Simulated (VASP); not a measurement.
A run of VASP 6.6.1:

Contents of INCAR:

```
PREC = Accurate ; ENCUT = 500
EDIFF = 1E-7 ; ISMEAR = 0
SIGMA = 0.05 ; LREAL = F
LASPH = T ; NELM = 120
ALGO = Normal ; ISIF = 3
LWAVE = F ; LCHARG = F
GGA = PE ; IBRION = 2
NSW = 80 ; EDIFFG = -0.01
GGA_COMPAT = F ; NELMIN = 4
```

KPOINTS

```
Automatic mesh
0
Gamma
  12 12 12
```

POSCAR

```
Sc
1.0
    0.0000000000      3.1900000000      3.1900000000
    3.1900000000      0.0000000000      3.1900000000
    3.1900000000      3.1900000000      0.0000000000
Sc
2
Direct
    1.0000000000      1.0000000000      1.0000000000
    0.2500000000      0.2500000000      0.2500000000
```

Potentials or basis: VASP PAW PBE potentials, release 64 (Sc_sv).

Command:

```bash
$ cat potpaw_PBE.64/Sc_sv/POTCAR > POTCAR
$ mpirun -np 1 vasp_std > vasp.out
```

Hardware: 1 thread of Intel(R) Xeon(R) Platinum 8375C CPU @ 2.90GHz (Ice Lake), on a shared host.

Estimate the wall time of this run.

Wall time 5.6 min on 1 thread of Intel(R) Xeon(R) Platinum 8375C CPU @ 2.90GHz (Ice Lake), on a shared host, peak memory 0.24 GiB. Counts: scf iterations 46, k points 72, ion steps 5.
